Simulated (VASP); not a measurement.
The system is WSe2.

```
W Se
1.0
     3.29319    0.00000    0.00000
    -1.64659    2.85198    0.00000
     0.00000    0.00000   12.94491
W Se
2 4
Direct
  0.33333 0.66667 0.25000
  0.66667 0.33333 0.75000
  0.33333 0.66667 0.62500
  0.66667 0.33333 0.12500
  0.33333 0.66667 0.87500
  0.66667 0.33333 0.37500
```

- Program: VASP 6.6.1
- Task: relaxation of cell and atoms
- Functional: PBE
- Dispersion: D3(BJ)
- Potentials or basis: VASP PAW PBE potentials, release 64 (W_sv, Se)
- Cutoff: 600 eV
- k mesh: 9 × 9 × 2
- Occupations: gaussian, width 0.1 eV
- Spin: no spin polarisation

At the start: pressure 5.2 GPa; volume 20.26 Å³/atom.

Q: How do energy, volume and symmetry change on relaxing?

A: Over 12 steps the energy falls by 28.3 meV/atom and the volume is 19.90 Å³/atom (-1.8 %); space group P6_3/mmc (No. 194, to 0.1 Å) before and after.

The path:
| step | energy change (eV) | largest force (eV/Å) | pressure (GPa) | volume (Å³) |
| --- | --- | --- | --- | --- |
| 1 | 0.0000 | 1.2786 | 5.18 | 121.58 |
| 2 | 0.3769 | 1.6083 | -11.42 | 133.41 |
| 3 | -0.1275 | 0.1524 | -1.44 | 125.33 |
| 4 | -0.1278 | 0.1969 | -1.17 | 125.16 |
| 5 | -0.1468 | 0.1187 | -0.27 | 123.30 |
| 6 | -0.1473 | 0.1046 | -0.09 | 122.96 |
| 7 | -0.1518 | 0.1010 | -0.06 | 122.51 |
| 8 | -0.1625 | 0.0899 | 0.08 | 121.18 |
| 9 | -0.1686 | 0.0629 | 0.54 | 118.52 |
| 10 | -0.1693 | 0.0741 | 0.41 | 119.21 |
| 11 | -0.1527 | 0.3563 | -2.35 | 120.40 |
| 12 | -0.1699 | 0.0052 | -0.03 | 119.39 |

Final structure:
```cif
data_structure
_symmetry_space_group_name_H-M 'P 1'
_symmetry_Int_Tables_number 1
_cell_length_a 3.2819
_cell_length_b 3.2819
_cell_length_c 12.7996
_cell_angle_alpha 90.000
_cell_angle_beta 90.000
_cell_angle_gamma 120.000
_cell_volume 119.39
loop_
_atom_site_label
_atom_site_type_symbol
_atom_site_fract_x
_atom_site_fract_y
_atom_site_fract_z
_atom_site_occupancy
W1 W 0.33333 0.66667 0.25000 1
W2 W 0.66667 0.33333 0.75000 1
Se1 Se 0.33333 0.66667 0.61830 1
Se2 Se 0.66667 0.33333 0.11830 1
Se3 Se 0.33333 0.66667 0.88170 1
Se4 Se 0.66667 0.33333 0.38170 1
```
